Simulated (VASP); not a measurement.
# Ti11AuO24 (a cell with a defect) (Rutile) in VASP: single point with PBE

Aim: the single point of Ti11AuO24 (a cell with a defect) (Rutile) with PBE.

Program: VASP 6.6.1. These are calculated values, not measurements. Logs are shortened: lines on timing, memory, paths and dates and some standing lists are left out, and cuts for length are marked.

## Step 1: The cell of the first run

The cell holds a defect, 36 atoms: a = 6.494 Å, b = 6.494 Å, c = 8.872 Å, α = 90.00°, β = 90.00°, γ = 90.00°.

## Step 2: Single point, PBE

File INCAR:

```
SYSTEM = Ti11AuO24
PREC = Accurate
ENCUT = 520
EDIFF = 1E-6
ISMEAR = -1
SIGMA = 0.01
LREAL = Auto
LASPH = .True.
NELM = 60
ALGO = Normal
ISIF = 2
LWAVE = .False.
LCHARG = .True.
GGA = PE
LELF = .True.
LVHAR = .True.
NBANDS = 168
NELECT = 288.0
```

File KPOINTS:

```
Automatic mesh
0
Gamma
  3 3 2
  0 0 0
```

File POSCAR:

```
Ti11AuO24
1.0
    4.5922000000      4.5922000000      0.0000000000
   -4.5922000000      4.5922000000      0.0000000000
    0.0000000000      0.0000000000      8.8722000000
Au Ti O
1 11 24
Direct
    0.0000000000      0.0000000000      0.0000000000
    0.0000000000      0.0000000000      0.3359395386
    0.0000000000      0.0000000000      0.6640604614
    0.5000000000      0.5000000000      0.0000000000
    0.5000000000      0.5000000000      0.3339986089
    0.5000000000      0.5000000000      0.6660013911
    0.5000000000      0.0000000000      0.1695826800
    0.5000000000      0.0000000000      0.5000000000
    0.5000000000      0.0000000000      0.8304173200
    0.0000000000      0.5000000000      0.1666678685
    0.0000000000      0.5000000000      0.5000000000
    0.0000000000      0.5000000000      0.8333321315
    0.3127385127      0.0000000000      0.0000000000
    0.3052351823      0.0000000000      0.3343815664
    0.3052351823      0.0000000000      0.6656184336
    0.8045708982      0.5000000000      0.0000000000
    0.8003451852      0.5000000000      0.3375379231
    0.8003451852      0.5000000000      0.6624620769
    0.5000000000      0.3049109995      0.1662764894
    0.5000000000      0.3029409511      0.5000000000
    0.5000000000      0.3049109995      0.8337235106
    0.0000000000      0.7900289057      0.1876421870
    0.0000000000      0.8035925529      0.5000000000
    0.0000000000      0.7900289057      0.8123578130
    0.6872614873      0.0000000000      0.0000000000
    0.6947648177      0.0000000000      0.3343815664
    0.6947648177      0.0000000000      0.6656184336
    0.1954291018      0.5000000000      0.0000000000
    0.1996548148      0.5000000000      0.3375379231
    0.1996548148      0.5000000000      0.6624620769
    0.5000000000      0.6950890005      0.1662764894
    0.5000000000      0.6970590489      0.5000000000
    0.5000000000      0.6950890005      0.8337235106
    0.0000000000      0.2099710943      0.1876421870
    0.0000000000      0.1964074471      0.5000000000
    0.0000000000      0.2099710943      0.8123578130
```

Potentials or basis: VASP PAW PBE potentials, release 64 (Au, Ti_sv, O).

Command:

```
> cat potpaw_PBE.64/Au/POTCAR potpaw_PBE.64/Ti_sv/POTCAR potpaw_PBE.64/O/POTCAR > POTCAR
> mpirun -np 1 vasp_std > vasp.out
```

OUTCAR:

```text
SYSTEM = Ti11AuO24
   PREC = Accurate
   ENCUT = 520
   EDIFF = 1E-6
   ISMEAR = -1
   LREAL = Auto
   LASPH = .True.
   NELM = 60
   ISIF = 2
   GGA = PE
   NELECT = 288.0

 ion  position               nearest neighbor table
   1  0.000  0.000  0.000-  13 2.03  25 2.03  24 2.15  22 2.15  34 2.15  36 2.15   2 2.98   3 2.98

   2  0.000  0.000  0.336-  22 1.89  34 1.89  23 1.94  35 1.94  14 1.98  26 1.98   3 2.91   1 2.98

   3  0.000  0.000  0.664-  24 1.89  36 1.89  35 1.94  23 1.94  15 1.98  27 1.98   2 2.91   1 2.98

   4  0.500  0.500  0.000-  19 1.94  21 1.94  31 1.94  33 1.94  16 1.98  28 1.98
   5  0.500  0.500  0.334-  17 1.95  29 1.95  20 1.95  32 1.95  31 1.95  19 1.95
   6  0.500  0.500  0.666-  18 1.95  30 1.95  20 1.95  32 1.95  21 1.95  33 1.95
   7  0.500  0.000  0.170-  14 1.93  26 1.93  25 1.93  13 1.93  19 1.98  31 1.98
   8  0.500  0.000  0.500-  14 1.94  15 1.94  26 1.94  27 1.94  20 1.97  32 1.97
   9  0.500  0.000  0.830-  15 1.93  27 1.93  25 1.93  13 1.93  21 1.98  33 1.98
  10  0.000  0.500  0.167-  22 1.89  34 1.89  28 1.95  16 1.95  29 1.99  17 1.99
  11  0.000  0.500  0.500-  17 1.94  18 1.94  29 1.94  30 1.94  23 1.97  35 1.97
  12  0.000  0.500  0.833-  24 1.89  36 1.89  28 1.95  16 1.95  30 1.99  18 1.99
  13  0.313  0.000  0.000-   7 1.93   9 1.93   1 2.03
  14  0.305  0.000  0.334-   7 1.93   8 1.94   2 1.98
  15  0.305  0.000  0.666-   9 1.93   8 1.94   3 1.98
  16  0.805  0.500  0.000-  10 1.95  12 1.95   4 1.98
  17  0.800  0.500  0.338-  11 1.94   5 1.95  10 1.99
  18  0.800  0.500  0.662-  11 1.94   6 1.95  12 1.99
[... 16 lines left out ...]
  35  0.000  0.196  0.500-   2 1.94   3 1.94  11 1.97
  36  0.000  0.210  0.812-  12 1.89   3 1.89   1 2.15

  LATTYP: Found a simple tetragonal cell.
 ALAT       =     6.4943515211
 C/A-ratio  =     1.3661410183

  Lattice vectors:

 A1 = (   4.5922000000,   4.5922000000,   0.0000000000)
 A2 = (  -4.5922000000,   4.5922000000,   0.0000000000)
 A3 = (   0.0000000000,   0.0000000000,   8.8722000000)

Analysis of symmetry for initial positions (statically):
=====================================================================
 Subroutine PRICEL returns:
 Original cell was already a primitive cell.

 Routine SETGRP: Setting up the symmetry group for a
 simple tetragonal supercell.

 Subroutine GETGRP returns: Found  8 space group operations
 (whereof  8 operations were pure point group operations)
 out of a pool of 16 trial point group operations.

The static configuration has the point symmetry D_2h.

Analysis of symmetry for dynamics (positions and initial velocities):
=====================================================================
 Subroutine PRICEL returns:
 Original cell was already a primitive cell.

 Routine SETGRP: Setting up the symmetry group for a
 simple tetragonal supercell.

 Subroutine GETGRP returns: Found  8 space group operations
 (whereof  8 operations were pure point group operations)
 out of a pool of 16 trial point group operations.

The dynamic configuration has the point symmetry D_2h.

 Subroutine INISYM returns: Found  8 space group operations
 (whereof  8 operations are pure point group operations),
 and found     1 'primitive' translations

----------------------------------------------------------------------------------------

                                     Primitive cell

  volume of cell :     374.1992

  direct lattice vectors                    reciprocal lattice vectors
     4.592200000  4.592200000  0.000000000     0.108880275  0.108880275  0.000000000
    -4.592200000  4.592200000  0.000000000    -0.108880275  0.108880275  0.000000000
     0.000000000  0.000000000  8.872200000     0.000000000  0.000000000  0.112711616

  length of vectors
     6.494351521  6.494351521  8.872200000     0.153979962  0.153979962  0.112711616

  position of ions in fractional coordinates (direct lattice)
     0.000000000  0.000000000  0.000000000
     0.000000000  0.000000000  0.335939539
     0.000000000  0.000000000  0.664060461
     0.500000000  0.500000000  0.000000000
     0.500000000  0.500000000  0.333998609
     0.500000000  0.500000000  0.666001391
[... 28 lines left out ...]
     0.000000000  0.196407447  0.500000000
     0.000000000  0.209971094  0.812357813

  ion indices of the primitive-cell ions
   primitive index   ion index
                 1           1
                 2           2
                 3           3
                 4           4
                 5           5
                 6           6
[... 28 lines left out ...]
                35          35
                36          36

----------------------------------------------------------------------------------------

 KPOINTS: Automatic mesh

Automatic generation of k-mesh.
 Grid dimensions read from file:
 generate k-points for:    3    3    2

 Generating k-lattice:

  Cartesian coordinates                     Fractional coordinates (reciprocal lattice)
     0.036293425  0.036293425  0.000000000     0.333333333  0.000000000  0.000000000
    -0.036293425  0.036293425  0.000000000     0.000000000  0.333333333  0.000000000
     0.000000000  0.000000000  0.056355808     0.000000000  0.000000000  0.500000000

  Length of vectors
     0.051326654  0.051326654  0.056355808

  Shift w.r.t. Gamma in fractional coordinates (k-lattice)
     0.000000000  0.000000000  0.000000000

 Subroutine IBZKPT returns following result:
 ===========================================

 Found      8 irreducible k-points:

 Following reciprocal coordinates:
            Coordinates               Weight
  0.000000  0.000000  0.000000      1.000000
  0.333333  0.000000  0.000000      2.000000
  0.000000  0.333333  0.000000      2.000000
  0.333333  0.333333  0.000000      4.000000
  0.000000  0.000000  0.500000      1.000000
  0.333333  0.000000  0.500000      2.000000
  0.000000  0.333333  0.500000      2.000000
  0.333333  0.333333  0.500000      4.000000
   k-points           NKPTS =      8   k-points in BZ     NKDIM =      8   number of bands    NBANDS=    168
   number of dos      NEDOS =    301   number of ions     NIONS =     36
   total plane-waves  NPLWV = 161280
   dimension x,y,z NGX =    48 NGY =   48 NGZ =   70
   dimension x,y,z NGXF=    96 NGYF=   96 NGZF=  140
   ions per type =               1  11  24
   NGX,Y,Z   is equivalent  to a cutoff of  12.29, 12.29, 13.12 a.u.
   NGXF,Y,Z  is equivalent  to a cutoff of  24.57, 24.57, 26.23 a.u.
 SYSTEM =  Ti11AuO24
   PREC   = accura    normal or accurate (medium, high low for compatibility)
   ISTART =      0    job   : 0-new  1-cont  2-samecut
   ICHARG =      2    charge: 1-file 2-atom 10-const
   ISPIN  =      1    spin polarized calculation?
   LNONCOLLINEAR =      F non collinear calculations
   LSORBIT =      F    spin-orbit coupling
   LASPH  =      T    aspherical Exc in radial PAW
   ENCUT  =  520.0 eV  38.22 Ry    6.18 a.u.  12.08 12.08 16.50*2*pi/ulx,y,z
   NELM   =     60;   NELMIN=  2; NELMDL= -5     # of ELM steps
   EDIFF  = 0.1E-05   stopping-criterion for ELM
   LREAL  =      T    real-space projection
   EDIFFG = 0.1E-04   stopping-criterion for IOM
   NSW    =      0    number of steps for IOM
   IBRION =     -1    ionic relax: 0-MD 1-quasi-New 2-CG
   NFREE  =      0    steps in history (QN), initial steepest desc. (CG)
   ISIF   =      2    stress and relaxation
   ISYM   =      2    0-nonsym 1-usesym 2-fastsym
   POTIM  = 0.5000    time-step for ionic-motion
   TEBEG  =    0.0;   TEEND  =   0.0 temperature during run
   PSTRESS=    0.0 pullay stress
   NELECT =     288.0000    total number of electrons
   NUPDOWN=      -1.0000    fix difference up-down
   EMIN   =  10.00;   EMAX   =-10.00  energy-range for DOS
   EFERMI =   0.00;   METHOD = LEGACY
   ISMEAR =    -1;   SIGMA  =   0.01  broadening in eV -4-tet -1-fermi 0-gaus
   EFERMI_NEDOS =   21; number of points for ismear=-14 and -15
   IALGO  =     38    algorithm
   IMIX   =      4    mixing-type and parameters
     AMIX     =   0.40;   BMIX     =  1.00
     AMIX_MAG =   1.60;   BMIX_MAG =  1.00
  volume/ion in A,a.u.               =      10.39        70.15
  Fermi-wavevector in a.u.,A,eV,Ry     =   1.500277  2.835112 30.624403  2.250830
  Thomas-Fermi vector in A             =   2.611798
   LORBIT       =      0    0 simple, 1 ext, 2 COOP (PROOUT), +10 PAW based schemes
   GGA     = PE    functional components
   LHFCALC =     F    Hartree Fock is set to
   AEXX    =    0.0000 exact exchange contribution
   IVDW    =     0    specifies the selected vdW correction
   LEPSILON=     F    determine dielectric tensor
   LRPA    =     F    only Hartree local field effects (RPA)
 non-spin polarized calculation
  energy-cutoff  :      520.00
  volume of cell :      374.20
 maximum number of plane-waves:     10086
   NGX = 25   NGY = 25   NGZ = 33

 number of electron     287.9999961 magnetization

 Free energy of the ion-electron system (eV)
  ---------------------------------------------------
  ext. energy  EPLUGINS =         0.00000000
  ---------------------------------------------------
  free energy    TOTEN  =      -300.61144357 eV

  energy without entropy =     -300.60378954  energy(sigma->0) =     -300.60761655

 E-fermi :   6.1533     XC(G=0): -11.5072

 val. band max:        6.1529508738   @ k =   0.3333   0.3333   0.0000
 cond. band min:       6.1794198422   @ k =   0.0000   0.3333   0.0000
 fundamental gap:      0.0264689683
 Fermi energy:         6.1533261921

 k-point     1 :       0.0000    0.0000    0.0000
  band No.  band energies     occupation
      1     -51.9892      2.00000
      2     -51.9203      2.00000
      3     -51.8664      2.00000
      4     -51.8474      2.00000
      5     -51.8437      2.00000
      6     -51.8294      2.00000
[... 148 lines left out ...]
    155       7.7246      0.00000
    156       7.8155      0.00000

 k-point     2 :       0.3333    0.0000    0.0000
  band No.  band energies     occupation
      1     -51.9891      2.00000
      2     -51.9202      2.00000
      3     -51.8663      2.00000
      4     -51.8473      2.00000
      5     -51.8437      2.00000
      6     -51.8294      2.00000
[... 1102 lines left out ...]
    155       7.7631      0.00000
    156       7.7746      0.00000
 [bands above 156 left out]

------------------------ aborting loop because EDIFF is reached ----------------------------------------

  FORCE on cell =-STRESS in cart. coord.  units (eV):
  Direction    XX          YY          ZZ          XY          YZ          ZX
  --------------------------------------------------------------------------------------
  -------------------------------------------------------------------------------------
  Total       34.7467426     34.7467426     38.6767857     -2.7893941      0.0000000      0.0000000
  in kB      148.7721955    148.7721955    165.5991292    -11.9431135      0.0000000      0.0000000
  external PRESSURE =     154.3811734 kB  Pullay stress =       0.0000000 kB

 VOLUME and BASIS-vectors are now :
 -----------------------------------------------------------------------------
  energy-cutoff  :      520.00
  volume of cell :      374.20
      direct lattice vectors                 reciprocal lattice vectors
     4.592200000  4.592200000  0.000000000     0.108880275  0.108880275  0.000000000
    -4.592200000  4.592200000  0.000000000    -0.108880275  0.108880275  0.000000000
     0.000000000  0.000000000  8.872200000     0.000000000  0.000000000  0.112711616

 POSITION                                       TOTAL-FORCE (eV/Angst)
 -----------------------------------------------------------------------------------
      0.00000      0.00000      0.00000         0.000000      0.000000     -0.000000
      0.00000      0.00000      2.98052         0.000000      0.000000      0.005789
      0.00000      0.00000      5.89168         0.000000      0.000000     -0.005789
      0.00000      4.59220      0.00000         0.000000      0.000000     -0.000000
      0.00000      4.59220      2.96330         0.000000      0.000000     -0.019963
      0.00000      4.59220      5.90890         0.000000      0.000000      0.019963
[... 28 lines left out ...]
     -0.90194      0.90194      4.43610        -0.020646      0.020646     -0.000000
     -0.96423      0.96423      7.20740         0.010114     -0.010114      0.018101
 -----------------------------------------------------------------------------------
    total drift:                               -0.000000      0.000000     -0.000000

  FREE ENERGIE OF THE ION-ELECTRON SYSTEM (eV)
  ---------------------------------------------------
  free  energy   TOTEN  =      -300.6114435669 eV

  energy  without entropy=     -300.6037895368  energy(sigma->0) =     -300.60761655
```

Wall time 32 min (1 thread of AMD EPYC 7R13, shared host); peak memory 0.57 GiB.

Results:

```
Free energy   : -300.6114 eV
Largest force : 0.037 eV/Å
```

Forces in eV/Å, atoms in the order of the input:
```
Au   0.000  0.000  0.000
Ti   0.000  0.000  0.006
Ti   0.000  0.000 -0.006
Ti   0.000  0.000  0.000
Ti   0.000  0.000 -0.020
Ti   0.000  0.000  0.020
Ti   0.000  0.000  0.008
Ti   0.000  0.000  0.000
Ti   0.000  0.000 -0.008
Ti   0.000  0.000  0.006
Ti   0.000  0.000  0.000
Ti   0.000  0.000 -0.006
O   -0.007 -0.007  0.000
O   -0.021 -0.021 -0.003
O   -0.021 -0.021  0.003
O   -0.010 -0.010  0.000
O   -0.006 -0.006 -0.010
O   -0.006 -0.006  0.010
O    0.026 -0.026  0.005
O    0.015 -0.015  0.000
O    0.026 -0.026 -0.005
O   -0.010  0.010 -0.018
O    0.021 -0.021  0.000
O   -0.010  0.010  0.018
O    0.007  0.007  0.000
O    0.021  0.021 -0.003
O    0.021  0.021  0.003
O    0.010  0.010  0.000
O    0.006  0.006 -0.010
O    0.006  0.006  0.010
O   -0.026  0.026  0.005
O   -0.015  0.015  0.000
O   -0.026  0.026 -0.005
O    0.010 -0.010 -0.018
O   -0.021  0.021  0.000
O    0.010 -0.010  0.018
```

Caveat: the cell carries a net charge on a neutralising background, which shifts energy and pressure; the cell is charged against a uniform background, so pressure and absolute levels hang on convention; spin-orbit coupling is left out, which moves the levels of the heavy elements; semilocal functionals often make such compounds metallic where correlation or magnetic order opens a gap, which also shifts bond lengths.
